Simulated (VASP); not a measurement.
Wanted: the native input for a VASP 6.6.1 run.

- Task: single point
- Functional: PBE
- Potentials or basis: VASP PAW PBE potentials, release 64 (Sn_d, O)
- Cutoff: 520 eV
- k mesh: 2 × 2 × 2, shifted
- Occupations: fermi-dirac, width 0.0388 eV
- Spin: no spin polarisation
- Dipole correction: no
- Further INCAR settings: LREAL = Auto; ALGO = Normal; EDIFF = 1e-06; NBANDS = 93

The structure of SnO2 lies in POSCAR:

```
SnO2
1.0
    0.0000000000     -4.7530888199      3.1969861243
   -4.7530888199      0.0000000000      3.1969861243
   -4.7530888199     -4.7530888199     -3.1969861243
Sn O
6 12
Direct
    0.3307126872      0.3321260839      0.6751134568
    0.6533326286      0.6648830124      0.3384184576
    0.0058201099     -0.0118096890     -0.0019438937
    0.3244942422      0.3319483423      0.1633910232
    0.6834962776      0.6721135742      0.8299372543
    1.0007884908      1.0105438314      0.4965603427
    0.2509390223      0.2275744263      0.4603697977
    0.5574823889      0.5445348084      0.1358644272
    0.8935937111      0.9059298997      0.7932887150
    0.0168613471      0.6415422888      0.1721950821
    0.3663303357      0.9653241916      0.8157677090
    0.6992338262      0.3120226737      0.5199171763
    0.1104483536      0.0957347637      0.1957445359
    0.4415021321      0.4471963241      0.8636348504
    0.7633082195      0.7761697507      0.5362380827
    0.6420898885      0.0358840907      0.1623571027
    0.9732583957      0.3507734997      0.8405446546
    0.2950102954      0.6987574318      0.4931212001
```

This cell differs from its parent crystal: dynamics (nve) at 450 K, volume x 1.01, from the last frame before.

The input as run:

INCAR

```
  PREC = Accurate
  ENCUT = 520
  EDIFF = 1E-6
  ISMEAR = -1
  SIGMA = 0.0388
  LREAL = Auto
  LASPH = T
  NELM = 80
  ALGO = Normal
  ISIF = 2
  LWAVE = F
  LCHARG = F
  GGA = PE
  NBANDS = 93
```

KPOINTS

```
Automatic mesh
0
Gamma
  2 2 2
  0.5 0.5 0.5
```

Potentials or basis: VASP PAW PBE potentials, release 64 (Sn_d, O).

Launch:

```bash
$ cat potpaw_PBE.64/Sn_d/POTCAR potpaw_PBE.64/O/POTCAR > POTCAR
$ mpirun -np 1 vasp_std > vasp.out
```

It gave:

```yaml
Pressure: 9.5 GPa
Largest_force: 2.333 eV/Å
Band_gap_on_the_k_mesh: 2.75 eV
```

Caveat: the k points lie up to 0.59 Å⁻¹ apart; spin-orbit coupling is left out, which moves the levels of the heavy elements; forces of over 1 eV/Å act on the atoms, so gaps and moduli don't describe the material at rest.

Run time: 3.2 min on 1 thread of AMD EPYC 7R43 64-Core Processor (Zen 3) (shared host), peak memory 0.31 GiB.
